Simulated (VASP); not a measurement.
# Hf7O16 (a cell with a defect) in VASP: a series of runs

The runs below take Hf7O16 (a cell with a defect) through single point, with PBE.

All numbers are computed with VASP 6.6.1; they aren't measurements. Logs are shortened: lines on timing, memory, paths and dates and some standing lists are left out, and cuts for length are marked.

## 1. The cell of the first run

The cell holds a defect, 23 atoms: a = 7.328 Å, b = 7.328 Å, c = 7.328 Å, α = 121.07°, β = 121.07°, γ = 88.16°.

## 2. Single point, PBE, collinear spin

Input file INCAR:

```
SYSTEM = Hf7O16
PREC = Accurate
ENCUT = 520
EDIFF = 1E-6
ISMEAR = -1
SIGMA = 0.01
LREAL = .False.
LASPH = .True.
NELM = 200
ALGO = Normal
ISIF = 2
LWAVE = .False.
LCHARG = .False.
ISPIN = 2
MAGMOM = 0.043 0.043 0.043 0.043 0.043 0.043 0.043 0.043 0.043 0.043 0.043 0.043 0.043 0.043 0.043 0.043 0.043 0.043 0.043 0.043 0.043 0.043 0.043
LORBIT = 11
NUPDOWN = 1.0
LMAXMIX = 4
GGA = PE
NELECT = 169.0
NBANDS = 104
GGA_COMPAT = .False.
```

Input file KPOINTS:

```
regular mesh
0
Gamma
  1 1 1
  0 0 0
```

Input file POSCAR:

```
Hf7O16
1.0
   -3.6047748000      3.6047748000      5.2647067900
    3.6047748000     -3.6047748000      5.2647067900
    3.6047748000      3.6047748000     -5.2647067900
Hf O
7 16
Direct
   -0.0057305682     -0.0285278314      0.4798338581
    0.0020596583      0.4833554663     -0.0286461723
    0.4867456240     -0.0530305362     -0.0705485125
   -0.0081351073     -0.0583227085     -0.0360996199
   -0.0117232923      0.5045434937      0.4662012451
    0.5496540340     -0.0066047093      0.5165741560
    0.4783722368      0.4439021223     -0.0401359330
    0.1426579283      0.3098465971      0.7771210840
   -0.0579993503      0.7964382140      0.1296854938
    0.6482564536      0.2941651245      0.1717412416
    0.6365279969      0.8636459294      0.7516993849
    0.3501589641      0.0651691778      0.6598528707
    0.3575738932      0.6800147014      0.1992239571
    1.0165180422      0.1921958127      0.3016274415
    0.9430884703      0.6052503063      0.7479223113
    0.1235190117      0.5786237245      0.3306850126
    0.1568219168      0.9060337677      0.7766953986
    0.6616121250      0.3771535785      0.8136591501
    0.6776753289      1.0275032849      0.3160011549
    0.3201411109      0.0930704767      0.2802062698
    0.3691605108      0.6258409004      0.8073636112
    0.8959950088      0.1272690401      0.8035378521
    0.7730821845      0.6904814628      0.3478669458
```

Potentials or basis: VASP PAW PBE potentials, release 64 (Hf_pv, O).

Run with:

```bash
cat potpaw_PBE.64/Hf_pv/POTCAR potpaw_PBE.64/O/POTCAR > POTCAR
mpirun -np 1 vasp_gam > vasp.out
```

OUTCAR:

```text
SYSTEM = Hf7O16
   PREC = Accurate
   ENCUT = 520
   EDIFF = 1E-6
   ISMEAR = -1
   LREAL = .False.
   LASPH = .True.
   NELM = 200
   ISIF = 2
   ISPIN = 2
   LORBIT = 11
   NUPDOWN = 1.0
   GGA = PE
   NELECT = 169.0

 ion  position               nearest neighbor table
   1  0.994  0.971  0.480-   9 2.00   8 2.06  23 2.08  19 2.14  12 2.15  17 2.18  22 2.52  14 2.60
                            16 2.83   5 3.37   6 3.40   3 3.49   7 3.51   2 3.59   2 3.62   4 3.66
   2  0.002  0.483  0.971-  16 1.98   8 2.07  18 2.09  15 2.10   9 2.13  22 2.18  13 2.22   4 3.39
                             6 3.46   7 3.53   1 3.59   5 3.60   1 3.62   5 3.73   7 3.81
   3  0.487  0.947  0.929-  11 1.97  17 2.02  21 2.06  10 2.09  19 2.14  12 2.31   5 3.46   6 3.46
                             1 3.49   7 3.53   4 3.58   1 3.73   4 3.77   7 3.81
   4  0.992  0.942  0.964-  20 2.04  15 2.04  14 2.10  22 2.11  11 2.13   9 2.14  17 2.18   5 3.38
                             2 3.39   6 3.41   3 3.58   1 3.66   1 3.67   3 3.77   6 3.83   5 3.87
   5  0.988  0.505  0.466-  16 1.97  15 2.01  14 2.03  10 2.12  23 2.18  21 2.34  17 2.40   1 3.37
                             4 3.38   3 3.46   7 3.47   2 3.60   2 3.73   7 3.79   4 3.87
   6  0.550  0.993  0.517-  13 2.00  22 2.09  12 2.12  20 2.14  11 2.19  19 2.22  18 2.30  23 2.86
                             1 3.40   4 3.41   3 3.46   2 3.46   7 3.51   7 3.76   4 3.83
   7  0.478  0.444  0.960-  18 2.02   8 2.05  21 2.05  23 2.15  10 2.20  12 2.27  13 2.29   5 3.47
                             1 3.51   6 3.51   3 3.53   2 3.53   6 3.76   5 3.79   3 3.81   2 3.81
   8  0.143  0.310  0.777-   7 2.05   1 2.06   2 2.07
   9  0.942  0.796  0.130-   1 2.00   2 2.13   4 2.14
  10  0.648  0.294  0.172-   3 2.09   5 2.12   7 2.20
  11  0.637  0.864  0.752-   3 1.97   4 2.13   6 2.19
  12  0.350  0.065  0.660-   6 2.12   1 2.15   7 2.27   3 2.31
  13  0.358  0.680  0.199-   6 2.00   2 2.22   7 2.29
  14  0.017  0.192  0.302-   5 2.03   4 2.10   1 2.60
  15  0.943  0.605  0.748-   5 2.01   4 2.04   2 2.10
  16  0.124  0.579  0.331-   5 1.97   2 1.98   1 2.83
  17  0.157  0.906  0.777-   3 2.02   4 2.18   1 2.18   5 2.40
  18  0.662  0.377  0.814-   7 2.02   2 2.09   6 2.30
  19  0.678  0.028  0.316-   1 2.14   3 2.14   6 2.22
  20  0.320  0.093  0.280-   4 2.04   6 2.14
  21  0.369  0.626  0.807-   7 2.05   3 2.06   5 2.34
  22  0.896  0.127  0.804-   6 2.09   4 2.11   2 2.18   1 2.52
  23  0.773  0.690  0.348-   1 2.08   7 2.15   5 2.18   6 2.86

  LATTYP: Found a body centered tetragonal cell.
 ALAT       =     7.2095496000
 C/A-ratio  =     1.4604814675

  Lattice vectors:

 A1 = (  -3.6047748000,   3.6047748000,   5.2647067900)
 A2 = (   3.6047748000,  -3.6047748000,   5.2647067900)
 A3 = (   3.6047748000,   3.6047748000,  -5.2647067900)

Analysis of symmetry for initial positions (statically):
=====================================================================
 Subroutine PRICEL returns:
 Original cell was already a primitive cell.

 Routine SETGRP: Setting up the symmetry group for a
 body centered tetragonal supercell.

 Subroutine GETGRP returns: Found  1 space group operations
 (whereof  1 operations were pure point group operations)
 out of a pool of 16 trial point group operations.

The static configuration has the point symmetry C_1 .

Analysis of symmetry for dynamics (positions and initial velocities):
=====================================================================
 Subroutine PRICEL returns:
 Original cell was already a primitive cell.

 Routine SETGRP: Setting up the symmetry group for a
 body centered tetragonal supercell.

 Subroutine GETGRP returns: Found  1 space group operations
 (whereof  1 operations were pure point group operations)
 out of a pool of 16 trial point group operations.

The dynamic configuration has the point symmetry C_1 .

Analysis of structural, dynamic, and magnetic symmetry:
=====================================================================
 Subroutine PRICEL returns:
[... 48 lines left out ...]
  ---------------------------------------------------
  free energy    TOTEN  =      -209.61100749 eV

  energy without entropy =     -209.61100749  energy(sigma->0) =     -209.61100749

 E-fermi :   2.9221     XC(G=0): -11.1501

 val. band max:        2.6656935261   @ k =   0.0000   0.0000   0.0000
 cond. band min:       3.2201622921   @ k =   0.0000   0.0000   0.0000
 fundamental gap:      0.5544687660
 Fermi energy:         2.9221043910

 spin component 1

 k-point     1 :       0.0000    0.0000    0.0000
  band No.  band energies     occupation
      1     -27.2513      1.00000
      2     -27.1588      1.00000
      3     -27.1073      1.00000
      4     -27.0973      1.00000
      5     -27.0774      1.00000
      6     -27.0341      1.00000
[... 88 lines left out ...]
     95       8.4892      0.00000
     96       8.5178      0.00000
 Fermi energy:         2.9221043910

 spin component 2

 k-point     1 :       0.0000    0.0000    0.0000
  band No.  band energies     occupation
      1     -27.2525      1.00000
      2     -27.1596      1.00000
      3     -27.1074      1.00000
      4     -27.0986      1.00000
      5     -27.0795      1.00000
      6     -27.0357      1.00000
[... 88 lines left out ...]
     95       8.5049      0.00000
     96       8.5453      0.00000
 [bands above 96 left out]

------------------------ aborting loop because EDIFF is reached ----------------------------------------

  FORCE on cell =-STRESS in cart. coord.  units (eV):
  Direction    XX          YY          ZZ          XY          YZ          ZX
  --------------------------------------------------------------------------------------
  -------------------------------------------------------------------------------------
  Total       34.0793882     27.6613426     34.8936124     -5.8746256     -0.7970800      0.1450000
  in kB      199.5317057    161.9546350    204.2989142    -34.3953964     -4.6668304      0.8489619
  external PRESSURE =     188.5950850 kB  Pullay stress =       0.0000000 kB

 VOLUME and BASIS-vectors are now :
 -----------------------------------------------------------------------------
  energy-cutoff  :      520.00
  volume of cell :      273.65
      direct lattice vectors                 reciprocal lattice vectors
    -3.604774800  3.604774800  5.264706790     0.000000000  0.138704920  0.094972051
     3.604774800 -3.604774800  5.264706790     0.138704920  0.000000000  0.094972051
     3.604774800  3.604774800 -5.264706790     0.138704920  0.138704920  0.000000000

 POSITION                                       TOTAL-FORCE (eV/Angst)
 -----------------------------------------------------------------------------------
      1.64751      1.81187      7.82287         0.009449      0.033843     -0.017075
      5.23647      1.76655     -2.55832         0.033889     -0.033097      0.048320
      5.00947      1.69146      2.65480        -0.009874     -0.030750     -0.001068
      3.29373      3.65556      5.10488         0.008371      0.004696     -0.076512
     -0.06320      3.42430      5.40485         0.034784     -0.021582      0.006207
      3.46172      0.26255      5.40409         0.037387      0.020044     -0.013805
[... 15 lines left out ...]
      0.12549      5.66766      1.15679         0.002213     -0.035322     -0.045310
      0.95622      1.55174      5.87382        -0.053981      0.013106      0.057118
 -----------------------------------------------------------------------------------
    total drift:                                0.000144      0.000419      0.000429

  FREE ENERGIE OF THE ION-ELECTRON SYSTEM (eV)
  ---------------------------------------------------
  free  energy   TOTEN  =      -209.6110074937 eV

  energy  without entropy=     -209.6110074937  energy(sigma->0) =     -209.61100749

 total charge

# of ion       s       p       d       tot
------------------------------------------
    1        0.327   6.659   1.611   8.596
    2        0.340   6.691   1.641   8.672
    3        0.341   6.661   1.621   8.623
    4        0.343   6.709   1.631   8.683
    5        0.333   6.693   1.642   8.668
    6        0.323   6.654   1.553   8.530
[... 15 lines left out ...]
   22        1.564   3.585   0.000   5.149
   23        1.563   3.554   0.000   5.117
--------------------------------------------------
tot         27.384 103.551  11.245 142.180

 magnetization (x)

# of ion       s       p       d       tot
------------------------------------------
    1        0.001   0.000   0.004   0.005
    2       -0.000  -0.000  -0.000  -0.001
    3       -0.000  -0.001  -0.004  -0.005
    4       -0.002  -0.005  -0.017  -0.023
    5       -0.001  -0.001  -0.003  -0.005
    6       -0.001  -0.002  -0.010  -0.014
[... 15 lines left out ...]
   22       -0.000  -0.001   0.000  -0.001
   23       -0.000  -0.000   0.000  -0.000
--------------------------------------------------
tot          0.012   0.863  -0.031   0.844
```

It took 3.4 min on 1 thread of AMD EPYC 7R13 (Zen 3), shared host; peak memory 0.5 GiB.

What came out:

```yaml
Free_energy: -209.6110 eV
Largest_force: 0.132 eV/Å
Net_moment: 1.00 μB per cell
Site_moments: Hf +0.01, -0.00, -0.01, -0.02 (each value once); O +0.00, +0.05, +0.01, +0.03, +0.29, -0.00, +0.07, +0.40 (each value once) μB
Valence_electrons_inside_the_program's_atomic_spheres: Hf 8.60, 8.67, 8.62, 8.68, 8.53, 8.54 (each value once); O 5.18, 5.15, 5.11, 5.13, 5.10, 5.05, 5.17, 5.12, 5.08, 5.00 (each value once)
```

Forces on the atoms (eV/Å):
```
Hf   0.009  0.034 -0.017
Hf   0.034 -0.033  0.048
Hf  -0.010 -0.031 -0.001
Hf   0.008  0.005 -0.077
Hf   0.035 -0.022  0.006
Hf   0.037  0.020 -0.014
Hf  -0.020 -0.031  0.012
O    0.010  0.032 -0.021
O   -0.005  0.054  0.032
O   -0.052 -0.040  0.047
O    0.094  0.024  0.066
O    0.009  0.014  0.004
O    0.024  0.005  0.019
O   -0.023 -0.060  0.047
O    0.018  0.035  0.064
O   -0.023 -0.097 -0.086
O   -0.013  0.018  0.013
O   -0.003  0.075 -0.056
O   -0.052  0.020 -0.017
O   -0.061 -0.020 -0.084
O    0.035  0.021  0.002
O    0.002 -0.035 -0.045
O   -0.054  0.013  0.057
```

Caveat: the k points lie up to 1.06 Å⁻¹ apart, too coarse for converged energies, forces and pressures; the cell carries a net charge on a neutralising background, which shifts energy and pressure; the cell is charged against a uniform background, so pressure and absolute levels hang on convention; spin-orbit coupling is left out, which moves the levels of the heavy elements; the total moment is fixed, so each spin has its own Fermi level and the state may be an excited one.

## 3. Single point, PBE, collinear spin

Input file INCAR:

```
SYSTEM = Hf7O16
ALGO = Normal
EDIFF = 1E-6
ENCUT = 520
GGA = PE
GGA_COMPAT = .FALSE.
ISIF = 2
ISMEAR = -1
ISPIN = 2
LASPH = .TRUE.
LCHARG = .FALSE.
LMAXMIX = 4
LORBIT = 11
LREAL = .FALSE.
LWAVE = .FALSE.
MAGMOM = 0.043 0.043 0.043 0.043 0.043 0.043 0.043 0.043 0.043 0.043 0.043 0.043 0.043 0.043 0.043 0.043 0.043 0.043 0.043 0.043 0.043 0.043 0.043
NBANDS = 104
NELECT = 169.0
NELM = 200
NUPDOWN = 1.0
PREC = Accurate
SIGMA = 0.01
```

Input file KPOINTS:

```
k-points
0
G
  1 1 1
  0 0 0
```

Input file POSCAR:

```
Hf7O16
1.0
   -3.6047748000      3.6047748000      5.2647067900
    3.6047748000     -3.6047748000      5.2647067900
    3.6047748000      3.6047748000     -5.2647067900
Hf O
7 16
Direct
   -0.0383604985      0.0279985706      0.4806329372
    0.0025530745      0.5864508537      0.0445614522
    0.5071989631      0.0113387224      0.0094512145
   -0.0424005981      0.0023016396     -0.0775470079
   -0.0567156884      0.4694689155      0.4839744774
    0.4972800996      0.0328269526      0.4830409933
    0.5241612567      0.5476890787      0.0504895618
    0.1584405385      0.3577577053      0.7219301189
    0.1579955018      0.9191979769      0.3615336803
    0.5819028199      0.3532664846      0.1762275136
    0.6851663578      0.7987389171      1.0802753892
    0.5778922374     -0.0356498346      0.7584776170
    0.3250849386      0.6672135232      0.1772084348
    0.9243928086      0.1637728942      0.2268140301
    0.8884841467      0.6585468979      0.7771600600
   -0.0114490857      0.2777958902     -0.0581994748
    0.1745246840      0.9973667933      0.7736928532
    0.5405267398      0.3445025665      0.7470106038
    0.7089287962      1.1819084120      0.4305348007
    0.2855893773      0.0417710950      0.1667230363
    0.2598774076      0.6889394394      0.7296669406
    0.7422979450     -0.1381374986      0.4983078277
    0.9049675213      0.5887323711      0.2657412885
```

Potentials or basis: VASP PAW PBE potentials, release 64 (Hf_pv, O).

Run with:

```bash
cat potpaw_PBE.64/Hf_pv/POTCAR potpaw_PBE.64/O/POTCAR > POTCAR
mpirun -np 1 vasp_gam > vasp.out
```

Run time: 3.9 min. Hardware: 1 thread of AMD EPYC 7R13 (Zen 3), shared host; peak memory 0.51 GiB.

It converged, with:

```yaml
Free_energy: -209.1164 eV
Largest_force: 0.165 eV/Å
Net_moment: 1.00 μB per cell
Site_moments: Hf -0.00, +0.00, -0.02, -0.01 (each value once); O +0.06, +0.00, +0.01, -0.00, +0.03, +0.35, +0.38, +0.02 (each value once) μB
Valence_electrons_inside_the_program's_atomic_spheres: Hf 8.78, 8.68, 8.60, 8.59, 8.63, 8.62 (each value once); O 5.10, 5.16, 5.13, 5.14, 5.15, 5.06, 5.11, 5.12, 5.01 (each value once)
```

Forces on the atoms (eV/Å):
```
Hf  -0.027  0.029 -0.013
Hf   0.028 -0.030 -0.002
Hf   0.013 -0.008 -0.074
Hf   0.019  0.097  0.020
Hf  -0.089 -0.009 -0.017
Hf  -0.030 -0.006 -0.102
Hf  -0.040  0.035  0.009
O   -0.092 -0.043 -0.003
O   -0.060 -0.091 -0.070
O   -0.075  0.058  0.026
O    0.069 -0.059 -0.075
O    0.072 -0.081  0.006
O   -0.009 -0.014  0.138
O    0.024 -0.086  0.050
O   -0.034  0.081  0.117
O    0.057  0.072 -0.073
O    0.091 -0.038  0.086
O   -0.044  0.083 -0.066
O   -0.157  0.051 -0.001
O    0.011  0.069 -0.002
O    0.147 -0.073  0.017
O    0.115 -0.013  0.068
O    0.010 -0.024 -0.039
```

Caveat: the k points lie up to 1.06 Å⁻¹ apart, too coarse for converged energies, forces and pressures; the cell carries a net charge on a neutralising background, which shifts energy and pressure; the cell is charged against a uniform background, so pressure and absolute levels hang on convention; spin-orbit coupling is left out, which moves the levels of the heavy elements; the total moment is fixed, so each spin has its own Fermi level and the state may be an excited one.

## 4. Single point, PBE, collinear spin

Input file INCAR:

```
SYSTEM = Hf7O16
PREC = Accurate
ENCUT = 520
EDIFF = 1E-6
ISMEAR = -1
SIGMA = 0.01
LREAL = .False.
LASPH = .True.
NELM = 200
ALGO = Normal
ISIF = 2
LWAVE = .False.
LCHARG = .False.
ISPIN = 2
MAGMOM = 0.043 0.043 0.043 0.043 0.043 0.043 0.043 0.043 0.043 0.043 0.043 0.043 0.043 0.043 0.043 0.043 0.043 0.043 0.043 0.043 0.043 0.043 0.043
LORBIT = 11
NUPDOWN = 1.0
LMAXMIX = 4
GGA = PE
NELECT = 169.0
NBANDS = 104
GGA_COMPAT = .False.
```

Input file KPOINTS:

```
regular mesh
0
Gamma
  1 1 1
  0 0 0
```

Input file POSCAR:

```
Hf7O16
1.0
   -3.6047748000      3.6047748000      5.2647067900
    3.6047748000     -3.6047748000      5.2647067900
    3.6047748000      3.6047748000     -5.2647067900
Hf O
7 16
Direct
    0.0282601616     -0.0277612298      0.5357853423
   -0.2774464507      0.4959752343     -0.2736082154
    0.5189963765     -0.0232143325      0.0535055616
    0.0547264267      0.0146678910      0.0466445227
   -0.0680892644      0.4082535296      0.3794038673
    0.5291160691     -0.0111608158      0.5165350412
    0.4670534266      0.4439565608     -0.0317781294
    0.1847857388      0.2918431894      0.5789035698
   -0.0113079594      0.8120674703      0.1426233339
    0.5831286083      0.3360837721      0.2106156534
    0.5289026699      0.6582183764      0.8130948985
    0.3572172225     -0.0310626500      0.6438545065
    0.4415487646      0.7468570185      0.1482762529
    0.7793213681      0.0776436933      0.0576968081
    0.9564905489      0.6064130628      0.7232192424
    0.1256449418      0.3600795589      0.2472698156
    0.1759238141      1.3058508486      0.8854077375
    0.6746484301      0.3167210778      0.8353910208
    0.7790311024      1.1284052159      0.4446904700
    0.4040909811      0.1425412166      0.3336535753
    0.1954804757      0.9284573318      0.8380569294
    0.8197319393     -0.0537084764      0.6805362709
    0.8433922395      0.6424523639      0.3035709748
```

Run with:

```bash
cat potpaw_PBE.64/Hf_pv/POTCAR potpaw_PBE.64/O/POTCAR > POTCAR
mpirun -np 1 vasp_gam > vasp.out
```

It took 4.6 min on 1 thread of AMD EPYC 7R13 (Zen 3), shared host; peak memory 0.51 GiB.

The run converged. Its results:

```
Free energy                                           : -206.3303 eV
Largest force                                         : 0.159 eV/Å
Net moment                                            : 1.00 μB per cell
Site moments                                          : Hf -0.01, -0.00, -0.02 (each value once); O +0.31, +0.00, -0.00, +0.19, +0.40, +0.01 (each value once) μB
Valence electrons inside the program's atomic spheres : Hf 8.48, 8.60, 8.64, 8.63, 8.70, 8.90, 8.62; O 5.02, 5.04, 5.11, 5.09, 5.14, 5.17, 5.13, 5.00, 5.16, 5.10, 5.12 (each value once)
```

Forces in eV/Å, atoms in the order of the input:
```
Hf   0.061  0.098 -0.064
Hf   0.035  0.051 -0.036
Hf   0.055  0.002  0.029
Hf   0.000 -0.067  0.046
Hf  -0.043 -0.057 -0.036
Hf   0.039 -0.002  0.133
Hf  -0.012  0.004 -0.024
O    0.061  0.003 -0.024
O    0.024 -0.047  0.057
O   -0.086  0.024  0.078
O    0.013  0.077  0.014
O    0.016 -0.071  0.033
O    0.006  0.064  0.022
O    0.056  0.075  0.001
O   -0.043 -0.078 -0.071
O   -0.014 -0.010 -0.158
O   -0.129  0.016  0.073
O   -0.009 -0.149 -0.006
O   -0.095 -0.017 -0.028
O   -0.069  0.019 -0.083
O    0.060  0.015  0.041
O    0.052 -0.001  0.013
O    0.023  0.049 -0.009
```

Caveat: the k points lie up to 1.06 Å⁻¹ apart, too coarse for converged energies, forces and pressures; the cell carries a net charge on a neutralising background, which shifts energy and pressure; the cell is charged against a uniform background, so pressure and absolute levels hang on convention; spin-orbit coupling is left out, which moves the levels of the heavy elements; the total moment is fixed, so each spin has its own Fermi level and the state may be an excited one.
